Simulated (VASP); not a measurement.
# As (P6_3/mmc) in VASP: a series of runs

Runs on As. Level: r2SCAN. Tasks: single point.

All numbers are computed with VASP 6.6.1; they aren't measurements. Logs are shortened: lines on timing, memory, paths and dates and some standing lists are left out, and cuts for length are marked.

## (1) The cell of the first run

It takes space group P6_3/mmc (No. 194, hexagonal). The conventional cell has a = 2.835 Å, b = 2.835 Å, c = 9.648 Å, α = 90.00°, β = 90.00°, γ = 120.00°. As (site symmetry -3m) has 12 As at 2.83 to 2.91 Å within 3.7 Å. As (site symmetry -6m2) has 12 As at 2.83 to 2.91 Å within 3.7 Å.

## (2) Single point, r2SCAN (volume scaled by 0.88)

Contents of POSCAR:

```
As
1.0
    2.8347346331      0.0000000000      0.0000000000
   -1.4173673165      2.4549522053      0.0000000000
    0.0000000000      0.0000000000      9.6478910535
As
4
Direct
    0.0000000000      1.0000000000      0.0000000000
    0.0000000000      1.0000000000      0.5000000000
    0.3333333333      0.6666666667      0.2500000000
    0.6666666667      0.3333333333      0.7500000000
```

Contents of INCAR.step1:

```
PREC = Accurate
ENCUT = 520
ISMEAR = -1
SIGMA = 0.1
LREAL = False
LASPH = True
NELM = 100
NBANDS = 18
GGA = PE
ALGO = Normal
EDIFF = 1E-4
LWAVE = True
LCHARG = False
```

Contents of INCAR.step2:

```
PREC = Accurate
ENCUT = 520
EDIFF = 1E-7
ISMEAR = -1
SIGMA = 0.1
LREAL = False
LASPH = True
NELM = 100
ALGO = Normal
ISIF = 2
LWAVE = False
LCHARG = False
METAGGA = R2SCAN
LMIXTAU = True
NBANDS = 18
ISTART = 1
```

Contents of KPOINTS:

```
regular mesh
0
Gamma
  14 14 4
```

Potentials or basis: VASP PAW PBE potentials, release 64 (As).

Launch:

```
cat potpaw_PBE.64/As/POTCAR > POTCAR
cp INCAR.step1 INCAR
mpirun -np 1 vasp_std > vasp.out
cp INCAR.step2 INCAR
mpirun -np 1 vasp_std > vasp.out
```

OUTCAR:

```text
PREC = Accurate
   ENCUT = 520
   EDIFF = 1E-7
   ISMEAR = -1
   LREAL = False
   LASPH = True
   NELM = 100
   ISIF = 2
   METAGGA = R2SCAN
   ISTART = 1

 ion  position               nearest neighbor table
   1  0.000  0.000  0.000-   3 2.91   4 2.91   4 2.91   3 2.91   4 2.91   3 2.91
   2  0.000  0.000  0.500-   3 2.91   4 2.91   4 2.91   3 2.91   4 2.91   3 2.91
   3  0.333  0.667  0.250-   1 2.91   2 2.91   1 2.91   2 2.91   1 2.91   2 2.91
   4  0.667  0.333  0.750-   1 2.91   2 2.91   1 2.91   2 2.91   1 2.91   2 2.91

  LATTYP: Found a hexagonal cell.
 ALAT       =     2.8347346331
 C/A-ratio  =     3.4034547505

  Lattice vectors:

 A1 = (   2.8347346331,   0.0000000000,   0.0000000000)
 A2 = (  -1.4173673165,   2.4549522053,   0.0000000000)
 A3 = (   0.0000000000,   0.0000000000,   9.6478910535)

Analysis of symmetry for initial positions (statically):
=====================================================================
 Subroutine PRICEL returns:
 Original cell was already a primitive cell.

 Routine SETGRP: Setting up the symmetry group for a
 hexagonal supercell.

 Subroutine GETGRP returns: Found 24 space group operations
 (whereof 12 operations were pure point group operations)
 out of a pool of 24 trial point group operations.

The static configuration has the point symmetry D_3d.
 The point group associated with its full space group is D_6h.

Analysis of symmetry for dynamics (positions and initial velocities):
=====================================================================
 Subroutine PRICEL returns:
 Original cell was already a primitive cell.

 Routine SETGRP: Setting up the symmetry group for a
 hexagonal supercell.

 Subroutine GETGRP returns: Found 24 space group operations
 (whereof 12 operations were pure point group operations)
 out of a pool of 24 trial point group operations.

The dynamic configuration has the point symmetry D_3d.
 The point group associated with its full space group is D_6h.

 Subroutine INISYM returns: Found 24 space group operations
 (whereof 12 operations are pure point group operations),
 and found     1 'primitive' translations

----------------------------------------------------------------------------------------

                                     Primitive cell

  volume of cell :      67.1410

  direct lattice vectors                    reciprocal lattice vectors
     2.834734633  0.000000000  0.000000000     0.352766706  0.203669953  0.000000000
    -1.417367317  2.454952205  0.000000000     0.000000000  0.407339906  0.000000000
     0.000000000  0.000000000  9.647891054     0.000000000  0.000000000  0.103649595

  length of vectors
     2.834734633  2.834734633  9.647891054     0.407339906  0.407339906  0.103649595

  position of ions in fractional coordinates (direct lattice)
     0.000000000  0.000000000  0.000000000
     0.000000000  0.000000000  0.500000000
     0.333333333  0.666666667  0.250000000
     0.666666667  0.333333333  0.750000000

  ion indices of the primitive-cell ions
   primitive index   ion index
                 1           1
                 2           2
                 3           3
                 4           4

----------------------------------------------------------------------------------------

 KPOINTS: regular mesh

Automatic generation of k-mesh.
 Grid dimensions read from file:
 generate k-points for:   14   14    4

 Generating k-lattice:

  Cartesian coordinates                     Fractional coordinates (reciprocal lattice)
     0.025197622  0.014547854  0.000000000     0.071428571  0.000000000  0.000000000
     0.000000000  0.029095708  0.000000000     0.000000000  0.071428571  0.000000000
     0.000000000  0.000000000  0.025912399     0.000000000  0.000000000  0.250000000

  Length of vectors
     0.029095708  0.029095708  0.025912399

  Shift w.r.t. Gamma in fractional coordinates (k-lattice)
     0.000000000  0.000000000  0.000000000

 Subroutine IBZKPT returns following result:
 ===========================================

 Found     72 irreducible k-points:

 Following reciprocal coordinates:
            Coordinates               Weight
  0.000000  0.000000  0.000000      1.000000
  0.071429  0.000000  0.000000      6.000000
  0.142857  0.000000  0.000000      6.000000
  0.214286  0.000000  0.000000      6.000000
  0.285714  0.000000  0.000000      6.000000
  0.357143  0.000000  0.000000      6.000000
[... 16 lines left out ...]
  0.285714  0.285714  0.000000      6.000000
  0.357143  0.285714  0.000000      6.000000
 [... further k-points ...]
   k-points           NKPTS =     72   k-points in BZ     NKDIM =     72   number of bands    NBANDS=     18
   number of dos      NEDOS =    301   number of ions     NIONS =      4
   total plane-waves  NPLWV =  41472
   dimension x,y,z NGX =    24 NGY =   24 NGZ =   72
   dimension x,y,z NGXF=    48 NGYF=   48 NGZF=  144
   ions per type =               4
   NGX,Y,Z   is equivalent  to a cutoff of  14.08, 14.08, 12.41 a.u.
   NGXF,Y,Z  is equivalent  to a cutoff of  28.15, 28.15, 24.81 a.u.
 SYSTEM =  unknown system
   PREC   = accura    normal or accurate (medium, high low for compatibility)
   ISTART =      1    job   : 0-new  1-cont  2-samecut
   ICHARG =      0    charge: 1-file 2-atom 10-const
   ISPIN  =      1    spin polarized calculation?
   LNONCOLLINEAR =      F non collinear calculations
   LSORBIT =      F    spin-orbit coupling
   LASPH  =      T    aspherical Exc in radial PAW
   ENCUT  =  520.0 eV  38.22 Ry    6.18 a.u.   5.27  5.27 17.94*2*pi/ulx,y,z
   NELM   =    100;   NELMIN=  2; NELMDL=  0     # of ELM steps
   EDIFF  = 0.1E-06   stopping-criterion for ELM
   LREAL  =      F    real-space projection
   EDIFFG = 0.1E-05   stopping-criterion for IOM
   NSW    =      0    number of steps for IOM
   IBRION =     -1    ionic relax: 0-MD 1-quasi-New 2-CG
   NFREE  =      0    steps in history (QN), initial steepest desc. (CG)
   ISIF   =      2    stress and relaxation
   ISYM   =      2    0-nonsym 1-usesym 2-fastsym
   POTIM  = 0.5000    time-step for ionic-motion
   TEBEG  =    0.0;   TEEND  =   0.0 temperature during run
   PSTRESS=    0.0 pullay stress
   NELECT =      20.0000    total number of electrons
   NUPDOWN=      -1.0000    fix difference up-down
   EMIN   =  10.00;   EMAX   =-10.00  energy-range for DOS
   EFERMI =   0.00;   METHOD = LEGACY
   ISMEAR =    -1;   SIGMA  =   0.10  broadening in eV -4-tet -1-fermi 0-gaus
   EFERMI_NEDOS =   21; number of points for ismear=-14 and -15
   IALGO  =     38    algorithm
   IMIX   =      4    mixing-type and parameters
     AMIX     =   0.40;   BMIX     =  1.00
     AMIX_MAG =   1.60;   BMIX_MAG =  1.00
  volume/ion in A,a.u.               =      16.79       113.27
  Fermi-wavevector in a.u.,A,eV,Ry     =   1.093341  2.066114 16.264324  1.195394
  Thomas-Fermi vector in A             =   2.229624
   LORBIT       =      0    0 simple, 1 ext, 2 COOP (PROOUT), +10 PAW based schemes
   METAGGA = R2SCAN    functional components
   LHFCALC =     F    Hartree Fock is set to
   AEXX    =    0.0000 exact exchange contribution
   IVDW    =     0    specifies the selected vdW correction
   LEPSILON=     F    determine dielectric tensor
   LRPA    =     F    only Hartree local field effects (RPA)
 non-spin polarized calculation
  energy-cutoff  :      520.00
  volume of cell :       67.14
 maximum number of plane-waves:      1828
 NGX is ok and might be reduce to    24
   NGX = 11   NGY = 11   NGZ = 35

 number of electron      20.0000003 magnetization

 Free energy of the ion-electron system (eV)
  ---------------------------------------------------
  ext. energy  EPLUGINS =         0.00000000
  ---------------------------------------------------
  free energy    TOTEN  =       -55.68841504 eV

  energy without entropy =      -55.63422709  energy(sigma->0) =      -55.66132107

 E-fermi :   8.0115     XC(G=0): -11.9760

 val. band max:        8.0012382775   @ k =   0.4286   0.0714   0.0000
 cond. band min:       8.0817496457   @ k =   0.3571   0.0714   0.0000
 fundamental gap:      0.0805113682
 Fermi energy:         8.0114793106

 k-point     1 :       0.0000    0.0000    0.0000
  band No.  band energies     occupation
      1      -9.2385      2.00000
      2      -7.6460      2.00000
      3      -7.6192      2.00000
      4      -4.2202      2.00000
      5      -0.2742      2.00000
      6       6.2969      2.00000
[... 10 lines left out ...]
     17      19.7750      0.00000
     18      20.3259      0.00000

 k-point     2 :       0.0714    0.0000    0.0000
  band No.  band energies     occupation
      1      -9.1084      2.00000
      2      -7.5169      2.00000
      3      -7.4902      2.00000
      4      -4.0982      2.00000
      5      -0.1431      2.00000
      6       6.4015      2.00000
[... 10 lines left out ...]
     17      19.5552      0.00000
     18      20.1061      0.00000

 k-point     3 :       0.1429    0.0000    0.0000
  band No.  band energies     occupation
      1      -8.7186      2.00000
      2      -7.1307      2.00000
      3      -7.1041      2.00000
      4      -3.7347      2.00000
      5       0.2482      2.00000
      6       6.6914      2.00000
[... 10 lines left out ...]
     17      17.9540      0.00000
     18      18.7563      0.00000

 k-point     4 :       0.2143    0.0000    0.0000
  band No.  band energies     occupation
      1      -8.0716      2.00000
      2      -6.4909      2.00000
      3      -6.4649      2.00000
      4      -3.1410      2.00000
      5       0.8919      2.00000
      6       6.8506      1.99998
[... 375 lines left out ...]
      4      -1.1603      2.00000
      5       1.2071      2.00000
      6       1.5575      2.00000
[... 10 lines left out ...]
     17      15.3722      0.00000
     18      16.4289      0.00000

 k-point    23 :       0.2857    0.2857    0.0000
  band No.  band energies     occupation
      1      -3.3290      2.00000
      2      -2.1305      2.00000
      3      -2.0755      2.00000
      4      -0.9455      2.00000
      5       1.9049      2.00000
      6       2.3596      2.00000
[... 10 lines left out ...]
     17      15.1124      0.00000
     18      17.0171      0.00000

 k-point    24 :       0.3571    0.2857    0.0000
  band No.  band energies     occupation
      1      -2.3018      2.00000
      2      -1.8884      2.00000
      3      -1.5229      2.00000
      4      -1.3487      2.00000
      5       1.6709      2.00000
      6       2.0010      2.00000
[... 10 lines left out ...]
     17      15.8294      0.00000
     18      16.1403      0.00000

 [... further k-points ...]
[... 5 lines left out ...]
  --------------------------------------------------------------------------------------
  -------------------------------------------------------------------------------------
  Total        5.7644421      5.7644421      5.9740648      0.0000000      0.0000000      0.0000000
  in kB      137.5561521    137.5561521    142.5583535      0.0000000      0.0000000      0.0000000
  external PRESSURE =     139.2235525 kB  Pullay stress =       0.0000000 kB

 VOLUME and BASIS-vectors are now :
 -----------------------------------------------------------------------------
  energy-cutoff  :      520.00
  volume of cell :       67.14
      direct lattice vectors                 reciprocal lattice vectors
     2.834734633  0.000000000  0.000000000     0.352766706  0.203669953  0.000000000
    -1.417367317  2.454952205  0.000000000     0.000000000  0.407339906  0.000000000
     0.000000000  0.000000000  9.647891054     0.000000000  0.000000000  0.103649595

 POSITION                                       TOTAL-FORCE (eV/Angst)
 -----------------------------------------------------------------------------------
      0.00000      0.00000      0.00000        -0.000000      0.000000     -0.000000
      0.00000      0.00000      4.82395        -0.000000      0.000000     -0.000000
     -0.00000      1.63663      2.41197         0.000000      0.000000      0.000000
      1.41737      0.81832      7.23592        -0.000000     -0.000000     -0.000000
 -----------------------------------------------------------------------------------
    total drift:                               -0.000000      0.000000      0.000000

  FREE ENERGIE OF THE ION-ELECTRON SYSTEM (eV)
  ---------------------------------------------------
  free  energy   TOTEN  =       -55.6884150413 eV

  energy  without entropy=      -55.6342270927  energy(sigma->0) =      -55.66132107
```

Run time: 1.7 min. Hardware: 1 thread of Intel Xeon 6975P-C (Granite Rapids), shared host; peak memory 0.24 GiB.

Results:

```yaml
Free_energy: -55.6884 eV
Pressure: 13.9 GPa
Band_gap_on_the_k_mesh: zero (band 10 reaches 14.29 eV, above the bottom of band 11 at 4.66 eV)
```

Caveat: the PAW data sets were made with another functional, which shifts forces and pressure a little.

## (3) Single point, r2SCAN (volume scaled by 0.92)

Contents of POSCAR:

```
As
1.0
    2.8770503439      0.0000000000      0.0000000000
   -1.4385251719      2.4915986858      0.0000000000
    0.0000000000      0.0000000000      9.7919106603
As
4
Direct
    0.0000000000      1.0000000000      0.0000000000
    0.0000000000      1.0000000000      0.5000000000
    0.3333333333      0.6666666667      0.2500000000
    0.6666666667      0.3333333333      0.7500000000
```

Contents of INCAR.step1:

```
SYSTEM = As
PREC     = Accurate       ! precision mode
ENCUT    = 520            ! plane-wave cutoff, eV
ISMEAR   = -1             ! smearing method
SIGMA    = 0.1            ! smearing width, eV
LREAL    = .False.        ! projectors in reciprocal space
LASPH    = .True.         ! aspherical terms in the spheres
NELM     = 100            ! most SCF steps
NBANDS   = 18             ! bands
GGA      = PE             ! functional
ALGO     = Normal         ! electronic algorithm
EDIFF    = 1E-4           ! SCF threshold, eV
LWAVE    = .True.         ! write WAVECAR
LCHARG   = .False.        ! write CHGCAR
```

Contents of INCAR.step2:

```
SYSTEM = As
PREC     = Accurate       ! precision mode
ENCUT    = 520            ! plane-wave cutoff, eV
EDIFF    = 1E-6           ! SCF threshold, eV
ISMEAR   = -1             ! smearing method
SIGMA    = 0.1            ! smearing width, eV
LREAL    = .False.        ! projectors in reciprocal space
LASPH    = .True.         ! aspherical terms in the spheres
NELM     = 100            ! most SCF steps
ALGO     = Normal         ! electronic algorithm
ISIF     = 2              ! what is computed and relaxed
LWAVE    = .False.        ! write WAVECAR
LCHARG   = .False.        ! write CHGCAR
METAGGA  = R2SCAN         ! meta-GGA
LMIXTAU  = .True.       
NBANDS   = 18             ! bands
ISTART   = 1
```

Contents of KPOINTS:

```
Automatic mesh
0
Gamma
  14 14 4
  0 0 0
```

Potentials or basis: VASP PAW PBE potentials, release 64 (As).

Launch:

```
cat potpaw_PBE.64/As/POTCAR > POTCAR
cp INCAR.step1 INCAR
mpirun -np 1 vasp_std > vasp.out
cp INCAR.step2 INCAR
mpirun -np 1 vasp_std > vasp.out
```

Run time: 1.7 min. Hardware: 1 thread of Intel Xeon 6975P-C (Granite Rapids), shared host; peak memory 0.24 GiB.

It converged, with:

| Item | Value |
| --- | --- |
| Free energy | -55.8962 eV |
| Pressure | 8.1 GPa |
| Band gap on the k mesh | zero (band 10 reaches 13.38 eV, above the bottom of band 11 at 4.26 eV) |

Stress tensor (GPa, compression positive):
```
7.83 0.00 0.00
0.00 7.83 0.00
0.00 0.00 8.60
```

Levels at points of the mesh, in eV from the Fermi level:
```tsv
k point	band 8	band 9	band 10	band 11	band 12	band 13
(0.00, 0.00, 0.00)	5.17	5.17	5.93	5.93	5.97	6.01
(0.50, 0.00, 0.00)	-4.79	-2.45	-1.40	0.93	2.00	2.32
(0.00, 0.00, 0.50)	2.94	5.39	5.39	5.39	5.39	6.65
(0.50, 0.00, 0.50)	-6.01	-0.72	-0.72	1.21	1.21	1.30
```

Caveat: the PAW data sets were made with another functional, which shifts forces and pressure a little.

(Continued in part 2 of 2.)
